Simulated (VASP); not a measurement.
Set up this calculation in VASP 6.6.1, as the native input.

```
Task                   : single point
Functional             : LDA
Potentials or basis    : VASP PAW LDA potentials, release 64 (Na_pv, F)
Cutoff                 : 520 eV
k mesh                 : 4 × 4 × 4
Occupations            : gaussian, width 0.05 eV
Spin                   : no spin polarisation
Dipole correction      : no
Further INCAR settings : ALGO = Normal; EDIFF = 1e-07; NBANDS = 14
```

The structure of NaF lies in POSCAR:

```
NaF
1.0
    0.0000000000      2.3233000000      2.3233000000
    2.3233000000      0.0000000000      2.3233000000
    2.3233000000      2.3233000000      0.0000000000
Na F
1 1
Direct
    0.0000000000      0.0000000000      0.0000000000
    0.4784788878      0.4784788878      0.5215211122
```

This cell differs from its parent crystal: atom 2 (F) moved by (+0.000, -0.100) A along [1 1 0] and z.

These files were run (other wordings do the same):

INCAR

```
SYSTEM = NaF
PREC     = Accurate       ! precision mode
ENCUT    = 520            ! plane-wave cutoff, eV
EDIFF    = 1E-7           ! SCF threshold, eV
ISMEAR   = 0              ! smearing method
SIGMA    = 0.05           ! smearing width, eV
LREAL    = .FALSE.        ! projectors in reciprocal space
LASPH    = .TRUE.         ! aspherical terms in the spheres
NELM     = 80             ! most SCF steps
ALGO     = Normal         ! electronic algorithm
ISIF     = 2              ! what is computed and relaxed
LWAVE    = .FALSE.        ! write WAVECAR
LCHARG   = .FALSE.        ! write CHGCAR
NBANDS   = 14             ! bands
```

KPOINTS

```
Automatic mesh
0
G
  4 4 4
  0 0 0
```

Potentials or basis: VASP PAW LDA potentials, release 64 (Na_pv, F).

The run is started by

```sh
$ cat potpaw_LDA.64/Na_pv/POTCAR potpaw_LDA.64/F/POTCAR > POTCAR
$ mpirun -np 1 vasp_std > vasp.out
```

Results of the run:

The pressure is -4.4 GPa and the largest force is 0.199 eV/Å. The band gap on the k mesh is 5.91 eV, direct.

Caveat: the k points lie up to 0.59 Å⁻¹ apart; the cell differs from its parent crystal (atom 2 (F) moved by (+0.000, -0.100) A along [1 1 0] and z).

Wall time 2.2 s on 1 thread of Intel Xeon 6975P-C, with other jobs on the host, peak memory 0.12 GiB.
